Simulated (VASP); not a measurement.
Set up this calculation in VASP 6.6.1, as the native input.

* Task: single point
* Functional: PBE
* Potentials or basis: VASP PAW PBE potentials, release 64 (Mg, Ti_sv, C, N)
* Cutoff: 520 eV
* k mesh: 2 × 2 × 2
* Occupations: gaussian, width 0.1 eV
* Spin: collinear spin
* Starting moments: [0.0, 1.13, 0.0, 0.0, 0.0, 0.0, 0.0, 0.0, 0.0, 0.0] μB
* Dipole correction: no
* Further INCAR settings: ALGO = Normal; EDIFF = 1e-06; NBANDS = 40

The structure of MgTiC4N4 lies in POSCAR:

```
MgTiC4N4
1.0
    6.2293583189      0.0000000000      0.0000000000
    0.0000000000      6.2293583189      0.0000000000
    0.0000000000      0.0000000000      6.2293583189
Mg Ti C N
1 1 4 4
Direct
    0.0000000000      0.0000000000      0.0000000000
    0.5000000000      0.5000000000      0.5000000000
    0.2020285349      0.2020285349      0.2020285349
    0.2020285349      0.7979714651      0.7979714651
    0.7979714651      0.2020285349      0.7979714651
    0.7979714651      0.7979714651      0.2020285349
    0.3108394851      0.3108394851      0.3108394851
    0.3108394851      0.6891605149      0.6891605149
    0.6891605149      0.3108394851      0.6891605149
    0.6891605149      0.6891605149      0.3108394851
```

The input as run:

INCAR

```
PREC = Accurate
ENCUT = 520
EDIFF = 1E-6
ISMEAR = 0
SIGMA = 0.1
LREAL = F
LASPH = T
NELM = 150
ALGO = Normal
ISIF = 2
LWAVE = F
LCHARG = F
ISPIN = 2
MAGMOM = 0 1.13 0 0 0 0 0 0 0 0
LORBIT = 11
LMAXMIX = 4
GGA = PE
NBANDS = 40
```

KPOINTS

```
Automatic mesh
0
Gamma
  2 2 2
```

Potentials or basis: VASP PAW PBE potentials, release 64 (Mg, Ti_sv, C, N).

Launch:

```console
$ cat potpaw_PBE.64/Mg/POTCAR potpaw_PBE.64/Ti_sv/POTCAR potpaw_PBE.64/C/POTCAR potpaw_PBE.64/N/POTCAR > POTCAR
$ mpirun -np 1 vasp_std > vasp.out
```

It gave:

```
Pressure                                              : 0.3 GPa
Largest force                                         : 0.358 eV/Å
Band gap on the k mesh                                : 0.70 eV (least direct gap 0.90 eV)
Net moment                                            : 2.00 μB per cell
Site moments                                          : Mg -0.00; Ti +1.33; C +0.07; N -0.04 μB
Valence electrons inside the program's atomic spheres : Mg 0.36; Ti 10.27; C 2.57; N 3.91
```

Caveat: the k points lie up to 0.50 Å⁻¹ apart.

It took 50 s on 1 thread of Intel(R) Xeon(R) 6975P-C (Granite Rapids), on a shared host, peak memory 0.42 GiB.
